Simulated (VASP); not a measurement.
# MgO (P6_3/mmc) in VASP: a series of runs

MgO is run at these levels: PBE, r2SCAN; tasks: single point, relaxation of cell and atoms.

Program: VASP 6.6.1. These are calculated values, not measurements. Logs are shortened: lines on timing, memory, paths and dates and some standing lists are left out, and cuts for length are marked.

### 1 The cell of the first run

Symmetry: P6_3/mmc, No. 194, hexagonal system. The conventional cell has a = 2.982 Å, b = 2.982 Å, c = 10.078 Å, α = 90.00°, β = 90.00°, γ = 120.00°. Within 2.8 Å of Mg (site symmetry 3m) lie 6 O at 2.12 to 2.15 Å and 1 Mg at 2.58 Å. O (site symmetry -3m) has 6 Mg at 2.12 Å within 2.8 Å. O (site symmetry -6m2) has 6 Mg at 2.15 Å within 2.8 Å.

The cell was generated, and may not be a known phase.

### 2 Single point, PBE

Input file INCAR:

```
PREC = Accurate
ENCUT = 520
EDIFF = 1E-6
ISMEAR = 0
SIGMA = 0.1
LREAL = F
LASPH = T
NELM = 100
ALGO = Normal
ISIF = 2
LWAVE = F
LCHARG = T
GGA = PE
LELF = T
LVHAR = T
NBANDS = 26
```

Input file KPOINTS:

```
regular mesh
0
Gamma
  6 6 2
```

Input file POSCAR:

```
MgO
1.0
    2.9819921000      0.0000000000      0.0000000000
   -1.4909960000      2.5824809000      0.0000000000
    0.0000000000      0.0000000000     10.0777081000
Mg O
4 4
Direct
    0.6666667000      0.3333333000      0.8780530000
    0.3333333000      0.6666667000      0.1219470000
    0.3333333000      0.6666667000      0.3780530000
    0.6666667000      0.3333333000      0.6219470000
    0.0000000000      0.0000000000      0.0000000000
    0.0000000000      0.0000000000      0.5000000000
    0.6666667000      0.3333333000      0.2500000000
    0.3333333000      0.6666667000      0.7500000000
```

Potentials or basis: VASP PAW PBE potentials, release 64 (Mg, O).

The run is started by

```sh
cat potpaw_PBE.64/Mg/POTCAR potpaw_PBE.64/O/POTCAR > POTCAR
mpirun -np 1 vasp_std > vasp.out
```

OUTCAR:

```text
PREC = Accurate
   ENCUT = 520
   EDIFF = 1E-6
   ISMEAR = 0
   LREAL = F
   LASPH = T
   NELM = 100
   ISIF = 2
   GGA = PE

 ion  position               nearest neighbor table
   1  0.667  0.333  0.878-   5 2.12   5 2.12   5 2.12   8 2.15   8 2.15   8 2.15   4 2.58   2 3.00
                             2 3.00   2 3.00
   2  0.333  0.667  0.122-   5 2.12   5 2.12   5 2.12   7 2.15   7 2.15   7 2.15   3 2.58   1 3.00
                             1 3.00   1 3.00
   3  0.333  0.667  0.378-   6 2.12   6 2.12   6 2.12   7 2.15   7 2.15   7 2.15   2 2.58   4 3.00
                             4 3.00   4 3.00
   4  0.667  0.333  0.622-   6 2.12   6 2.12   6 2.12   8 2.15   8 2.15   8 2.15   1 2.58   3 3.00
                             3 3.00   3 3.00
   5  0.000  0.000  0.000-   1 2.12   2 2.12   2 2.12   1 2.12   1 2.12   2 2.12
   6  0.000  0.000  0.500-   3 2.12   4 2.12   3 2.12   4 2.12   4 2.12   3 2.12
   7  0.667  0.333  0.250-   2 2.15   3 2.15   2 2.15   3 2.15   2 2.15   3 2.15
   8  0.333  0.667  0.750-   1 2.15   4 2.15   1 2.15   4 2.15   1 2.15   4 2.15

  LATTYP: Found a hexagonal cell.
 ALAT       =     2.9819921000
 C/A-ratio  =     3.3795220651

  Lattice vectors:

 A1 = (   2.9819921000,   0.0000000000,   0.0000000000)
 A2 = (  -1.4909960000,   2.5824809000,   0.0000000000)
 A3 = (   0.0000000000,   0.0000000000,  10.0777081000)

Analysis of symmetry for initial positions (statically):
=====================================================================
 Subroutine PRICEL returns:
 Original cell was already a primitive cell.

 Routine SETGRP: Setting up the symmetry group for a
 hexagonal supercell.

 Subroutine GETGRP returns: Found 24 space group operations
 (whereof 12 operations were pure point group operations)
 out of a pool of 24 trial point group operations.

The static configuration has the point symmetry D_3d.
 The point group associated with its full space group is D_6h.

Analysis of symmetry for dynamics (positions and initial velocities):
=====================================================================
 Subroutine PRICEL returns:
 Original cell was already a primitive cell.

 Routine SETGRP: Setting up the symmetry group for a
 hexagonal supercell.

 Subroutine GETGRP returns: Found 24 space group operations
 (whereof 12 operations were pure point group operations)
 out of a pool of 24 trial point group operations.

The dynamic configuration has the point symmetry D_3d.
 The point group associated with its full space group is D_6h.

 Subroutine INISYM returns: Found 24 space group operations
 (whereof 12 operations are pure point group operations),
 and found     1 'primitive' translations

----------------------------------------------------------------------------------------

                                     Primitive cell

  volume of cell :      77.6078

  direct lattice vectors                    reciprocal lattice vectors
     2.981992100  0.000000000  0.000000000     0.335346294  0.193612268  0.000000000
    -1.490996000  2.582480900  0.000000000     0.000000000  0.387224548  0.000000000
     0.000000000  0.000000000 10.077708100     0.000000000  0.000000000  0.099228911

  length of vectors
     2.981992100  2.981992064 10.077708100     0.387224544  0.387224548  0.099228911

  position of ions in fractional coordinates (direct lattice)
     0.666666700  0.333333300  0.878053000
     0.333333300  0.666666700  0.121947000
     0.333333300  0.666666700  0.378053000
     0.666666700  0.333333300  0.621947000
     0.000000000  0.000000000  0.000000000
     0.000000000  0.000000000  0.500000000
     0.666666700  0.333333300  0.250000000
     0.333333300  0.666666700  0.750000000

  ion indices of the primitive-cell ions
   primitive index   ion index
                 1           1
                 2           2
                 3           3
                 4           4
                 5           5
                 6           6
                 7           7
                 8           8

----------------------------------------------------------------------------------------

 KPOINTS: regular mesh

Automatic generation of k-mesh.
 Grid dimensions read from file:
 generate k-points for:    6    6    2

 Generating k-lattice:

  Cartesian coordinates                     Fractional coordinates (reciprocal lattice)
     0.055891049  0.032268711  0.000000000     0.166666667  0.000000000  0.000000000
     0.000000000  0.064537425  0.000000000     0.000000000  0.166666667  0.000000000
     0.000000000  0.000000000  0.049614455     0.000000000  0.000000000  0.500000000

  Length of vectors
     0.064537424  0.064537425  0.049614455

  Shift w.r.t. Gamma in fractional coordinates (k-lattice)
     0.000000000  0.000000000  0.000000000

 Subroutine IBZKPT returns following result:
 ===========================================

 Found     14 irreducible k-points:

 Following reciprocal coordinates:
            Coordinates               Weight
  0.000000  0.000000  0.000000      1.000000
  0.166667  0.000000  0.000000      6.000000
  0.333333  0.000000  0.000000      6.000000
  0.500000  0.000000  0.000000      3.000000
  0.166667  0.166667  0.000000      6.000000
  0.333333  0.166667  0.000000     12.000000
  0.333333  0.333333  0.000000      2.000000
  0.000000  0.000000  0.500000      1.000000
  0.166667  0.000000  0.500000      6.000000
  0.333333  0.000000  0.500000      6.000000
  0.500000  0.000000  0.500000      3.000000
  0.166667  0.166667  0.500000      6.000000
  0.333333  0.166667  0.500000     12.000000
  0.333333  0.333333  0.500000      2.000000
   k-points           NKPTS =     14   k-points in BZ     NKDIM =     14   number of bands    NBANDS=     26
   number of dos      NEDOS =    301   number of ions     NIONS =      8
   total plane-waves  NPLWV =  46080
   dimension x,y,z NGX =    24 NGY =   24 NGZ =   80
   dimension x,y,z NGXF=    48 NGYF=   48 NGZF=  160
   ions per type =               4   4
   NGX,Y,Z   is equivalent  to a cutoff of  13.38, 13.38, 13.20 a.u.
   NGXF,Y,Z  is equivalent  to a cutoff of  26.76, 26.76, 26.39 a.u.
 SYSTEM =  unknown system
   PREC   = accura    normal or accurate (medium, high low for compatibility)
   ISTART =      0    job   : 0-new  1-cont  2-samecut
   ICHARG =      2    charge: 1-file 2-atom 10-const
   ISPIN  =      1    spin polarized calculation?
   LNONCOLLINEAR =      F non collinear calculations
   LSORBIT =      F    spin-orbit coupling
   LASPH  =      T    aspherical Exc in radial PAW
   ENCUT  =  520.0 eV  38.22 Ry    6.18 a.u.   5.54  5.54 18.74*2*pi/ulx,y,z
   NELM   =    100;   NELMIN=  2; NELMDL= -5     # of ELM steps
   EDIFF  = 0.1E-05   stopping-criterion for ELM
   LREAL  =      F    real-space projection
   EDIFFG = 0.1E-04   stopping-criterion for IOM
   NSW    =      0    number of steps for IOM
   IBRION =     -1    ionic relax: 0-MD 1-quasi-New 2-CG
   NFREE  =      0    steps in history (QN), initial steepest desc. (CG)
   ISIF   =      2    stress and relaxation
   ISYM   =      2    0-nonsym 1-usesym 2-fastsym
   POTIM  = 0.5000    time-step for ionic-motion
   TEBEG  =    0.0;   TEEND  =   0.0 temperature during run
   PSTRESS=    0.0 pullay stress
   NELECT =      32.0000    total number of electrons
   NUPDOWN=      -1.0000    fix difference up-down
   EMIN   =  10.00;   EMAX   =-10.00  energy-range for DOS
   EFERMI =   0.00;   METHOD = LEGACY
   ISMEAR =     0;   SIGMA  =   0.10  broadening in eV -4-tet -1-fermi 0-gaus
   EFERMI_NEDOS =   21; number of points for ismear=-14 and -15
   IALGO  =     38    algorithm
   IMIX   =      4    mixing-type and parameters
     AMIX     =   0.40;   BMIX     =  1.00
     AMIX_MAG =   1.60;   BMIX_MAG =  1.00
  volume/ion in A,a.u.               =       9.70        65.47
  Fermi-wavevector in a.u.,A,eV,Ry     =   1.218493  2.302618 20.200912  1.484725
  Thomas-Fermi vector in A             =   2.353778
   LORBIT       =      0    0 simple, 1 ext, 2 COOP (PROOUT), +10 PAW based schemes
   GGA     = PE    functional components
   LHFCALC =     F    Hartree Fock is set to
   AEXX    =    0.0000 exact exchange contribution
   IVDW    =     0    specifies the selected vdW correction
   LEPSILON=     F    determine dielectric tensor
   LRPA    =     F    only Hartree local field effects (RPA)
 non-spin polarized calculation
 Gauss-broadening in eV      SIGMA  =   0.10
  energy-cutoff  :      520.00
  volume of cell :       77.61
 maximum number of plane-waves:      2126
 NGX is ok and might be reduce to    24
   NGX = 11   NGY = 11   NGZ = 37

 number of electron      32.0000005 magnetization

 Free energy of the ion-electron system (eV)
  ---------------------------------------------------
  ext. energy  EPLUGINS =         0.00000000
  ---------------------------------------------------
  free energy    TOTEN  =       -47.03738654 eV

  energy without entropy =      -47.03738654  energy(sigma->0) =      -47.03738654

 E-fermi :   3.6130     XC(G=0): -10.8928

 val. band max:        3.1111910076   @ k =   0.0000   0.0000   0.0000
 cond. band min:       7.2609015478   @ k =   0.0000   0.0000   0.0000
 fundamental gap:      4.1497105402
 Fermi energy:         3.6129820481

 k-point     1 :       0.0000    0.0000    0.0000
  band No.  band energies     occupation
      1     -14.2266      2.00000
      2     -13.9180      2.00000
      3     -13.3922      2.00000
      4     -12.9977      2.00000
      5      -1.6637      2.00000
      6       0.0127      2.00000
[... 18 lines left out ...]
     25      18.7829      0.00000
     26      18.7829      0.00000

 k-point     2 :       0.1667    0.0000    0.0000
  band No.  band energies     occupation
      1     -13.9897      2.00000
      2     -13.7315      2.00000
      3     -13.2055      2.00000
      4     -12.8839      2.00000
      5      -1.2850      2.00000
      6       0.0009      2.00000
[... 18 lines left out ...]
     25      16.4323      0.00000
[... 318 lines left out ...]
     25      15.2863      0.00000
     26      15.2863      0.00000

 k-point    14 :       0.3333    0.3333    0.5000
  band No.  band energies     occupation
      1     -13.0022      2.00000
      2     -13.0022      2.00000
      3     -12.4750      2.00000
      4     -12.4750      2.00000
      5      -0.6097      2.00000
      6      -0.6097      2.00000
[... 18 lines left out ...]
     25      14.8963      0.00000
     26      14.8964      0.00000

------------------------ aborting loop because EDIFF is reached ----------------------------------------

  FORCE on cell =-STRESS in cart. coord.  units (eV):
  Direction    XX          YY          ZZ          XY          YZ          ZX
  --------------------------------------------------------------------------------------
  -------------------------------------------------------------------------------------
  Total       -0.3244324     -0.3244324     -0.3232931     -0.0000000     -0.0000000      0.0000000
  in kB       -6.6977575     -6.6977574     -6.6742368     -0.0000001     -0.0000000      0.0000000
  external PRESSURE =      -6.6899172 kB  Pullay stress =       0.0000000 kB

 VOLUME and BASIS-vectors are now :
 -----------------------------------------------------------------------------
  energy-cutoff  :      520.00
  volume of cell :       77.61
      direct lattice vectors                 reciprocal lattice vectors
     2.981992100  0.000000000  0.000000000     0.335346294  0.193612268  0.000000000
    -1.490996000  2.582480900  0.000000000     0.000000000  0.387224548  0.000000000
     0.000000000  0.000000000 10.077708100     0.000000000  0.000000000  0.099228911

 POSITION                                       TOTAL-FORCE (eV/Angst)
 -----------------------------------------------------------------------------------
      1.49100      0.86083      8.84876         0.000000      0.000000      0.003426
     -0.00000      1.72165      1.22895         0.000000     -0.000000     -0.003426
     -0.00000      1.72165      3.80991        -0.000000     -0.000000      0.003426
      1.49100      0.86083      6.26780         0.000000      0.000000     -0.003426
      0.00000      0.00000      0.00000         0.000000      0.000000      0.000000
      0.00000      0.00000      5.03885         0.000000      0.000000      0.000000
      1.49100      0.86083      2.51943        -0.000000      0.000000      0.000000
     -0.00000      1.72165      7.55828         0.000000     -0.000000      0.000000
 -----------------------------------------------------------------------------------
    total drift:                               -0.000145      0.000047     -0.000000

  FREE ENERGIE OF THE ION-ELECTRON SYSTEM (eV)
  ---------------------------------------------------
  free  energy   TOTEN  =       -47.0373865408 eV

  energy  without entropy=      -47.0373865408  energy(sigma->0) =      -47.03738654
```

It took 16 s on 1 thread of AMD EPYC 9R45 (Zen 5), shared host; peak memory 0.17 GiB.

What came out:

* Free energy: -47.0374 eV
* Pressure: -0.7 GPa
* Largest force: 0.003 eV/Å
* Band gap on the k mesh: 4.15 eV

Forces on the atoms (eV/Å):
```
Mg   0.000  0.000  0.003
Mg   0.000  0.000 -0.003
Mg   0.000  0.000  0.003
Mg   0.000  0.000 -0.003
O    0.000  0.000  0.000
O    0.000  0.000  0.000
O    0.000  0.000  0.000
O    0.000  0.000  0.000
```

### 3 Single point, PBE

Input file INCAR:

```
ALGO = Normal
EDIFF = 1E-6
ENCUT = 520
GGA = PE
ISIF = 2
ISMEAR = 0
LASPH = True
LCHARG = True
LELF = True
LREAL = False
LVHAR = True
LWAVE = False
NBANDS = 26
NELM = 60
PREC = Accurate
SIGMA = 0.02
```

Input file KPOINTS:

```
k-points
0
Gamma
  12 12 4
```

Input file POSCAR:

```
MgO
1.0
    2.9819920928     -0.0000000289      0.0000000000
   -1.4909960214      2.5824809207      0.0000000000
    0.0000000000      0.0000000000     10.0777081000
Mg O
4 4
Direct
    0.6666666667      0.3333333333      0.8780530000
    0.3333333333      0.6666666667      0.1219470000
    0.3333333333      0.6666666667      0.3780530000
    0.6666666667      0.3333333333      0.6219470000
    0.0000000000      0.0000000000      0.0000000000
    0.0000000000      0.0000000000      0.5000000000
    0.6666666667      0.3333333333      0.2500000000
    0.3333333333      0.6666666667      0.7500000000
```

Potentials or basis: VASP PAW PBE potentials, release 64 (Mg, O).

The run is started by

```sh
cat potpaw_PBE.64/Mg/POTCAR potpaw_PBE.64/O/POTCAR > POTCAR
mpirun -np 1 vasp_std > vasp.out
```

Wall time 48 s (1 thread of AMD EPYC 9R45 (Zen 5), shared host); peak memory 0.22 GiB.

Results (log left out):

| Property | Result |
| --- | --- |
| Free energy | -47.0384 eV |
| Pressure | -0.7 GPa |
| Largest force | 0.004 eV/Å |
| Band gap on the k mesh | 4.15 eV |

Forces in eV/Å, atoms in the order of the input:
```
Mg   0.000  0.000  0.004
Mg   0.000  0.000 -0.004
Mg   0.000  0.000  0.004
Mg   0.000  0.000 -0.004
O    0.000  0.000  0.000
O    0.000  0.000  0.000
O    0.000  0.000  0.000
O    0.000  0.000  0.000
```

Levels at points of the mesh, in eV from the valence-band top:
| k point | band 12 | band 13 | band 14 | band 15 | band 16 | band 17 | band 18 | band 19 | band 20 | band 21 |
| --- | --- | --- | --- | --- | --- | --- | --- | --- | --- | --- |
| (0.00, 0.00, 0.00) | -0.37 | -0.12 | -0.12 | 0.00 | 0.00 | 4.15 | 6.44 | 6.68 | 7.68 | 11.65 |
| (0.50, 0.00, 0.00) | -1.48 | -1.38 | -1.01 | -0.80 | -0.66 | 7.48 | 8.47 | 9.28 | 9.45 | 9.77 |
| (0.00, 0.00, 0.50) | -0.76 | -0.05 | -0.05 | -0.05 | -0.05 | 5.06 | 5.06 | 7.48 | 7.48 | 11.54 |
| (0.50, 0.00, 0.50) | -1.44 | -1.37 | -1.37 | -0.72 | -0.72 | 8.06 | 8.06 | 9.47 | 9.47 | 9.72 |

A k mesh can miss the band edges.

### 4 Single point, r2SCAN

POSCAR is that of step 3.

Input file INCAR.step1:

```
ALGO = Normal
EDIFF = 1E-4
ENCUT = 520
GGA = PE
ISMEAR = 0
LASPH = T
LCHARG = F
LREAL = F
LWAVE = T
NBANDS = 26
NELM = 100
PREC = Accurate
SIGMA = 0.02
```

Input file INCAR.step2:

```
ALGO = Normal
EDIFF = 1E-6
ENCUT = 520
ISIF = 2
ISMEAR = 0
ISTART = 1
LASPH = T
LCHARG = F
LMIXTAU = T
LREAL = F
LWAVE = F
METAGGA = R2SCAN
NBANDS = 26
NELM = 100
PREC = Accurate
SIGMA = 0.02
```

KPOINTS is that of step 3.

The run is started by

```sh
cat potpaw_PBE.64/Mg/POTCAR potpaw_PBE.64/O/POTCAR > POTCAR
cp INCAR.step1 INCAR
mpirun -np 1 vasp_std > vasp.out
cp INCAR.step2 INCAR
mpirun -np 1 vasp_std > vasp.out
```

It took 3.7 min on 1 thread of AMD EPYC 9R45 (Zen 5), shared host; peak memory 0.24 GiB.

The run converged. Its results:

* Free energy: -63.9349 eV
* Pressure: -6.5 GPa
* Largest force: 0.011 eV/Å
* Band gap on the k mesh: 5.00 eV

Forces on the atoms (eV/Å):
```
Mg   0.000  0.000 -0.011
Mg   0.000  0.000  0.011
Mg   0.000  0.000 -0.011
Mg   0.000  0.000  0.011
O    0.000  0.000  0.000
O    0.000  0.000  0.000
O    0.000  0.000  0.000
O    0.000  0.000  0.000
```

Stress tensor (GPa, compression positive):
```
-6.37  0.00  0.00
 0.00 -6.37  0.00
 0.00  0.00 -6.82
```

Levels at points of the mesh, in eV from the valence-band top:
```
           k point  band 13  band 14  band 15  band 16  band 17  band 18  band 19  band 20
(0.00, 0.00, 0.00)    -0.12    -0.12     0.00     0.00     5.00     7.31     7.56     8.57
(0.50, 0.00, 0.00)    -1.42    -1.03    -0.81    -0.68     8.36     9.42    10.23    10.42
(0.00, 0.00, 0.50)    -0.06    -0.06    -0.06    -0.06     5.89     5.89     8.38     8.38
(0.50, 0.00, 0.50)    -1.38    -1.38    -0.74    -0.74     8.95     8.95    10.46    10.46
```

Caveat: the cell stands under tension; the PAW data sets were made with another functional, which shifts forces and pressure a little. A k mesh can miss the band edges.

(Part 1 of 2 ends here.)
